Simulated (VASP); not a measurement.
# Zn (C2/c) in VASP: notebook

Runs on Zn. Level: BLYP. Tasks: single point.

Program: VASP 6.6.1. These are calculated values, not measurements. Logs are shortened: lines on timing, memory, paths and dates and some standing lists are left out, and cuts for length are marked.

**1. The cell of the first run**

It takes space group C2/c (No. 15, monoclinic). The conventional cell has a = 2.527 Å, b = 7.212 Å, c = 3.644 Å, α = 90.00°, β = 91.06°, γ = 90.00°. Zn (site symmetry 2) has 8 Zn at 2.53 to 2.75 Å within 3.3 Å.

**2. Single point, BLYP (16.60 Å³/atom)**

The input, INCAR:

```
PREC = Accurate
ENCUT = 520
EDIFF = 1E-6
ISMEAR = -1
SIGMA = 0.1
LREAL = False
LASPH = True
NELM = 100
ALGO = Normal
ISIF = 2
LWAVE = False
LCHARG = False
GGA = B5
ALDAX = 1.0
AGGAX = 1.0
AGGAC = 1.0
ALDAC = 0.0
NBANDS = 19
```

The input, KPOINTS:

```
Automatic mesh
0
Gamma
  17 17 9
```

The input, POSCAR:

```
Zn
1.0
   -2.7019552310      2.3975162416      1.2450402355
    2.3975162416     -2.7019552310      1.2450402355
    2.8350182452      2.8350182452     -1.8026208022
Zn
2
Direct
    0.9856353095      0.0143646905      1.0000000000
    0.7643646905      0.2356353095      0.5000000000
```

Potentials or basis: VASP PAW PBE potentials, release 64 (Zn).

On the command line:

```sh
> cat potpaw_PBE.64/Zn/POTCAR > POTCAR
> mpirun -np 1 vasp_std > vasp.out
```

OUTCAR:

```text
PREC = Accurate
   ENCUT = 520
   EDIFF = 1E-6
   ISMEAR = -1
   LREAL = False
   LASPH = True
   NELM = 100
   ISIF = 2
   GGA = B5

 ion  position               nearest neighbor table
   1  0.986  0.014  0.000-   2 2.71   2 2.71   2 2.72   2 2.72   2 2.75   2 2.75
   2  0.764  0.236  0.500-   1 2.71   1 2.71   1 2.72   1 2.72   1 2.75   1 2.75

  Warning from LATTYP: Got some problem with cell dimensions!
  Tried to take original basis but could not verify dimensions!
  LATTYP: Found a base centered monoclinic cell.
 ALAT       =     2.5270272948
 B/A-ratio  =     2.8538440136
 C/A-ratio  =     1.4420934818
 COS(beta)  =    -0.0185704849

  Lattice vectors:

 A1 = (   2.7019552310,  -2.3975162416,  -1.2450402355)
 A2 = (  -2.3975162416,   2.7019552310,  -1.2450402355)
 A3 = (   2.5305792558,   2.5305792558,   0.6874596688)

Analysis of symmetry for initial positions (statically):
=====================================================================
 Subroutine PRICEL returns:
 Original cell was already a primitive cell.

 Routine SETGRP: Setting up the symmetry group for a
 base centered monoclinic supercell.

 Subroutine GETGRP returns: Found  4 space group operations
 (whereof  2 operations were pure point group operations)
 out of a pool of  4 trial point group operations.

The static configuration has the point symmetry C_2 .
 The point group associated with its full space group is C_2h.

Analysis of symmetry for dynamics (positions and initial velocities):
=====================================================================
 Subroutine PRICEL returns:
 Original cell was already a primitive cell.

 Routine SETGRP: Setting up the symmetry group for a
 base centered monoclinic supercell.

 Subroutine GETGRP returns: Found  4 space group operations
 (whereof  2 operations were pure point group operations)
 out of a pool of  4 trial point group operations.

The dynamic configuration has the point symmetry C_2 .
 The point group associated with its full space group is C_2h.

 Subroutine INISYM returns: Found  4 space group operations
 (whereof  2 operations are pure point group operations),
 and found     1 'primitive' translations

----------------------------------------------------------------------------------------

                                     Primitive cell

  volume of cell :      33.2008

  direct lattice vectors                    reciprocal lattice vectors
    -2.701955231  2.397516242  1.245040236     0.040387247  0.236486001  0.435444165
     2.397516242 -2.701955231  1.245040236     0.236486001  0.040387247  0.435444165
     2.835018245  2.835018245 -1.802620802     0.191231752  0.191231752  0.046760257

  length of vectors
     3.820833860  3.820833860  4.395918409     0.497160316  0.497160316  0.274455256

  position of ions in fractional coordinates (direct lattice)
     0.985635309  0.014364691  0.000000000
     0.764364691  0.235635309  0.500000000

  ion indices of the primitive-cell ions
   primitive index   ion index
                 1           1
                 2           2

----------------------------------------------------------------------------------------

 KPOINTS: Automatic mesh

Automatic generation of k-mesh.
 Grid dimensions read from file:
 generate k-points for:   17   17    9

 Generating k-lattice:

  Cartesian coordinates                     Fractional coordinates (reciprocal lattice)
     0.002375720  0.013910941  0.025614363     0.058823529 -0.000000000  0.000000000
     0.013910941  0.002375720  0.025614363    -0.000000000  0.058823529  0.000000000
     0.021247972  0.021247972  0.005195584    -0.000000000 -0.000000000  0.111111111

  Length of vectors
     0.029244724  0.029244724  0.030495028

  Shift w.r.t. Gamma in fractional coordinates (k-lattice)
     0.000000000  0.000000000  0.000000000

 Subroutine IBZKPT returns following result:
 ===========================================

 Found    693 irreducible k-points:

 Following reciprocal coordinates:
            Coordinates               Weight
  0.000000  0.000000  0.000000      1.000000
  0.058824  0.000000  0.000000      4.000000
  0.117647  0.000000 -0.000000      4.000000
  0.176471  0.000000 -0.000000      4.000000
  0.235294  0.000000 -0.000000      4.000000
  0.294118  0.000000  0.000000      4.000000
[... 16 lines left out ...]
 -0.176471  0.058824  0.000000      4.000000
 -0.117647  0.058824  0.000000      4.000000
 [... further k-points ...]
   k-points           NKPTS =    693   k-points in BZ     NKDIM =    693   number of bands    NBANDS=     19
   number of dos      NEDOS =    301   number of ions     NIONS =      2
   total plane-waves  NPLWV =  28224
   dimension x,y,z NGX =    28 NGY =   28 NGZ =   36
   dimension x,y,z NGXF=    56 NGYF=   56 NGZF=   72
   ions per type =               2
   NGX,Y,Z   is equivalent  to a cutoff of  12.18, 12.18, 13.61 a.u.
   NGXF,Y,Z  is equivalent  to a cutoff of  24.37, 24.37, 27.23 a.u.
 SYSTEM =  unknown system
   PREC   = accura    normal or accurate (medium, high low for compatibility)
   ISTART =      0    job   : 0-new  1-cont  2-samecut
   ICHARG =      2    charge: 1-file 2-atom 10-const
   ISPIN  =      1    spin polarized calculation?
   LNONCOLLINEAR =      F non collinear calculations
   LSORBIT =      F    spin-orbit coupling
   LASPH  =      T    aspherical Exc in radial PAW
   ENCUT  =  520.0 eV  38.22 Ry    6.18 a.u.   7.10  7.10  8.17*2*pi/ulx,y,z
   NELM   =    100;   NELMIN=  2; NELMDL= -5     # of ELM steps
   EDIFF  = 0.1E-05   stopping-criterion for ELM
   LREAL  =      F    real-space projection
   EDIFFG = 0.1E-04   stopping-criterion for IOM
   NSW    =      0    number of steps for IOM
   IBRION =     -1    ionic relax: 0-MD 1-quasi-New 2-CG
   NFREE  =      0    steps in history (QN), initial steepest desc. (CG)
   ISIF   =      2    stress and relaxation
   ISYM   =      2    0-nonsym 1-usesym 2-fastsym
   POTIM  = 0.5000    time-step for ionic-motion
   TEBEG  =    0.0;   TEEND  =   0.0 temperature during run
   PSTRESS=    0.0 pullay stress
   NELECT =      24.0000    total number of electrons
   NUPDOWN=      -1.0000    fix difference up-down
   EMIN   =  10.00;   EMAX   =-10.00  energy-range for DOS
   EFERMI =   0.00;   METHOD = LEGACY
   ISMEAR =    -1;   SIGMA  =   0.10  broadening in eV -4-tet -1-fermi 0-gaus
   EFERMI_NEDOS =   21; number of points for ismear=-14 and -15
   IALGO  =     38    algorithm
   IMIX   =      4    mixing-type and parameters
     AMIX     =   0.40;   BMIX     =  1.00
     AMIX_MAG =   1.60;   BMIX_MAG =  1.00
  volume/ion in A,a.u.               =      16.60       112.03
  Fermi-wavevector in a.u.,A,eV,Ry     =   1.469250  2.776480 29.370840  2.158696
  Thomas-Fermi vector in A             =   2.584650
   LORBIT       =      0    0 simple, 1 ext, 2 COOP (PROOUT), +10 PAW based schemes
   GGA     = B5    functional components
   LHFCALC =     F    Hartree Fock is set to
   AEXX    =    0.0000 exact exchange contribution
   IVDW    =     0    specifies the selected vdW correction
   LEPSILON=     F    determine dielectric tensor
   LRPA    =     F    only Hartree local field effects (RPA)
 non-spin polarized calculation
  energy-cutoff  :      520.00
  volume of cell :       33.20
 maximum number of plane-waves:       909
   NGX = 15   NGY = 15   NGZ = 17

 number of electron      24.0000010 magnetization

 Free energy of the ion-electron system (eV)
  ---------------------------------------------------
  ext. energy  EPLUGINS =         0.00000000
  ---------------------------------------------------
  free energy    TOTEN  =        -0.60410359 eV

  energy without entropy =       -0.58275012  energy(sigma->0) =       -0.59342685

 E-fermi :   2.7704     XC(G=0): -10.4710

 val. band max:        2.7601842225   @ k =  -0.2353   0.2941   0.1111
 cond. band min:       2.7721633118   @ k =  -0.1765   0.0588   0.2222
 fundamental gap:      0.0119790892
 Fermi energy:         2.7703692933

 k-point     1 :       0.0000    0.0000    0.0000
  band No.  band energies     occupation
      1      -6.7880      2.00000
      2      -5.4493      2.00000
      3      -5.2817      2.00000
      4      -5.2290      2.00000
      5      -5.1539      2.00000
      6      -4.3818      2.00000
[... 11 lines left out ...]
     18      18.6397      0.00000
     19      18.8385      0.00000

 k-point     2 :       0.0588    0.0000    0.0000
  band No.  band energies     occupation
      1      -6.6535      2.00000
      2      -5.4146      2.00000
      3      -5.2673      2.00000
      4      -5.2016      2.00000
      5      -5.1288      2.00000
      6      -4.4247      2.00000
[... 11 lines left out ...]
     18      17.4215      0.00000
     19      18.4828      0.00000

 k-point     3 :       0.1176    0.0000   -0.0000
  band No.  band energies     occupation
      1      -6.2581      2.00000
      2      -5.3231      2.00000
      3      -5.2180      2.00000
      4      -5.1282      2.00000
      5      -5.0535      2.00000
      6      -4.5457      2.00000
[... 11 lines left out ...]
     18      15.8998      0.00000
     19      16.7269      0.00000

 k-point     4 :       0.1765    0.0000   -0.0000
  band No.  band energies     occupation
      1      -5.6508      2.00000
      2      -5.2178      2.00000
      3      -5.1237      2.00000
      4      -5.0160      2.00000
      5      -4.9308      2.00000
      6      -4.6961      2.00000
[... 11 lines left out ...]
     18      15.0554      0.00000
     19      16.1741      0.00000

 k-point     5 :       0.2353    0.0000   -0.0000
  band No.  band energies     occupation
      1      -5.1816      2.00000
      2      -5.1213      2.00000
      3      -5.0156      2.00000
      4      -4.8752      2.00000
      5      -4.8032      2.00000
      6      -4.7332      2.00000
[... 11 lines left out ...]
     18      13.9316      0.00000
     19      16.5305      0.00000

 k-point     6 :       0.2941    0.0000    0.0000
  band No.  band energies     occupation
      1      -5.1426      2.00000
      2      -5.1106      2.00000
      3      -4.9948      2.00000
      4      -4.8537      2.00000
      5      -4.8230      2.00000
      6      -4.6240      2.00000
[... 11 lines left out ...]
     18      14.4610      0.00000
     19      15.6151      0.00000

 k-point     7 :       0.3529    0.0000    0.0000
  band No.  band energies     occupation
      1      -5.2205      2.00000
      2      -5.1486      2.00000
      3      -5.0339      2.00000
      4      -4.9057      2.00000
      5      -4.7620      2.00000
      6      -4.5549      2.00000
[... 11 lines left out ...]
     18      14.1971      0.00000
     19      15.2670      0.00000

 k-point     8 :       0.4118    0.0000    0.0000
  band No.  band energies     occupation
      1      -5.2690      2.00000
      2      -5.2279      2.00000
      3      -5.0486      2.00000
      4      -4.9923      2.00000
      5      -4.6767      2.00000
      6      -4.5091      2.00000
[... 256 lines left out ...]
 k-point    20 :      -0.3529    0.0588    0.0000
  band No.  band energies     occupation
      1      -5.1391      2.00000
      2      -5.1198      2.00000
      3      -4.9607      2.00000
      4      -4.8481      2.00000
      5      -4.8086      2.00000
      6      -4.6259      2.00000
[... 11 lines left out ...]
     18      15.0344      0.00000
     19      16.1901      0.00000

 k-point    21 :      -0.2941    0.0588    0.0000
  band No.  band energies     occupation
      1      -5.1693      2.00000
      2      -5.0982      2.00000
      3      -4.9967      2.00000
      4      -4.8792      2.00000
      5      -4.7973      2.00000
      6      -4.7080      2.00000
[... 11 lines left out ...]
     18      14.4717      0.00000
     19      16.4658      0.00000

 k-point    22 :      -0.2353    0.0588    0.0000
  band No.  band energies     occupation
      1      -5.5456      2.00000
      2      -5.2040      2.00000
      3      -5.0978      2.00000
      4      -5.0259      2.00000
      5      -4.9088      2.00000
      6      -4.6937      2.00000
[... 11 lines left out ...]
     18      15.7670      0.00000
     19      16.9893      0.00000

 k-point    23 :      -0.1765    0.0588    0.0000
  band No.  band energies     occupation
      1      -6.1534      2.00000
      2      -5.3274      2.00000
      3      -5.1949      2.00000
      4      -5.1253      2.00000
      5      -5.0263      2.00000
      6      -4.5588      2.00000
[... 11 lines left out ...]
     18      16.3114      0.00000
     19      17.4169      0.00000

 k-point    24 :      -0.1176    0.0588    0.0000
  band No.  band energies     occupation
      1      -6.5790      2.00000
      2      -5.4214      2.00000
      3      -5.2507      2.00000
      4      -5.1922      2.00000
      5      -5.1131      2.00000
      6      -4.4372      2.00000
[... 11 lines left out ...]
     18      16.9218      0.00000
     19      19.0523      0.00000

 [... further k-points ...]

------------------------ aborting loop because EDIFF is reached ----------------------------------------

  FORCE on cell =-STRESS in cart. coord.  units (eV):
  Direction    XX          YY          ZZ          XY          YZ          ZX
  --------------------------------------------------------------------------------------
  -------------------------------------------------------------------------------------
  Total        1.1451263      1.1451263      2.0488840      0.1575883     -0.0888057     -0.0888057
  in kB       55.2605773     55.2605773     98.8733875      7.6047701     -4.2855133     -4.2855126
  external PRESSURE =      69.7981807 kB  Pullay stress =       0.0000000 kB

 VOLUME and BASIS-vectors are now :
 -----------------------------------------------------------------------------
  energy-cutoff  :      520.00
  volume of cell :       33.20
      direct lattice vectors                 reciprocal lattice vectors
    -2.701955231  2.397516242  1.245040236     0.040387247  0.236486001  0.435444165
     2.397516242 -2.701955231  1.245040236     0.236486001  0.040387247  0.435444165
     2.835018245  2.835018245 -1.802620802     0.191231752  0.191231752  0.046760257

 POSITION                                       TOTAL-FORCE (eV/Angst)
 -----------------------------------------------------------------------------------
     -2.62870      2.32426      1.24504        -0.008583      0.008583     -0.000000
     -0.08283      2.61341      0.34373         0.008583     -0.008583      0.000000
 -----------------------------------------------------------------------------------
    total drift:                               -0.000000      0.000000     -0.000000

  FREE ENERGIE OF THE ION-ELECTRON SYSTEM (eV)
  ---------------------------------------------------
  free  energy   TOTEN  =        -0.6041035909 eV

  energy  without entropy=       -0.5827501150  energy(sigma->0) =       -0.59342685
```

Wall time 3.2 min (1 thread of AMD EPYC 9R45 (Zen 5), shared host); peak memory 0.42 GiB.

Results:

| Quantity | Value |
| --- | --- |
| Free energy | -0.6041 eV |
| Pressure | 7.0 GPa |
| Largest force | 0.012 eV/Å |
| Band gap on the k mesh | zero (bands 12 and 13 overlap by 6.15 eV) |

Forces on the atoms (eV/Å):
```
Zn  -0.009  0.009  0.000
Zn   0.009 -0.009  0.000
```

Caveat: the cell stands under pressure; the PAW data sets were made with another functional, which shifts forces and pressure a little.

(Continued in part 2 of 2.)
